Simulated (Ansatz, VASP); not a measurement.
Sn: VASP beside Ansatz

The input INCAR:

```
PREC = Accurate
ENCUT = 520
EDIFF = 1E-7
ISMEAR = 0
SIGMA = 0.1
LREAL = F
LASPH = T
NELM = 60
ALGO = Normal
ISIF = 2
LWAVE = F
LCHARG = T
GGA = PS
LELF = T
LVHAR = T
NBANDS = 21
```

File KPOINTS:

```
regular mesh
0
Gamma
  4 4 4
```

Contents of POSCAR:

```
Sn
1.0
    0.0000000000      3.4350615054      3.4350615054
    3.4350615054      0.0000000000      3.4350615054
    3.4350615054      3.4350615054      0.0000000000
Sn
2
Direct
    0.5000000000      0.5000000000      0.5000000000
    0.7500000000      0.7500000000      0.7500000000
```

Input for Ansatz:

```yaml
crystal:
  lattice:
    - [0.0, 3.4350615054, 3.4350615054]
    - [3.4350615054, 0.0, 3.4350615054]
    - [3.4350615054, 3.4350615054, 0.0]
  atoms:
    - { symbol: Sn, position: [0.5, 0.5, 0.5] }
    - { symbol: Sn, position: [0.75, 0.75, 0.75] }
basis:
  ecutwfc: 420
kpoints:
  mp_grid: { grid: [4, 4, 4] }
hamiltonian:
  xc: pbesol
scf:
  occupations: { method: gaussian, width: 0.1 }
output:
  forces: true
  stress: true
  eigenvalues: true
```

Alike in both runs: task single point; functional PBEsol; k mesh 4 × 4 × 4; occupations gaussian, width 0.1 eV; no spin polarisation.

|  | VASP | Ansatz |
| --- | --- | --- |
| version | VASP 6.6.1 | Ansatz 0.2.0 |
| potentials or method | VASP PAW PBE potentials, release 64 (Sn_d), cutoff 520 eV | scalar-relativistic, plane waves, PAW |
| valence electrons in the cell | 28 | 28 |

|  | VASP | Ansatz | Ansatz less VASP |
| --- | --- | --- | --- |
| gap on the k mesh at the Fermi level (eV) | none | none | - |
| pressure (GPa) | -4.0 | -3.9 | +0.05 |

VASP's potentials were made for PBE, not for PBEsol. A gap of «none» marks a metal or a gap that the smearing closes.

The k mesh is coarse, so the values compare programs but aren't converged.
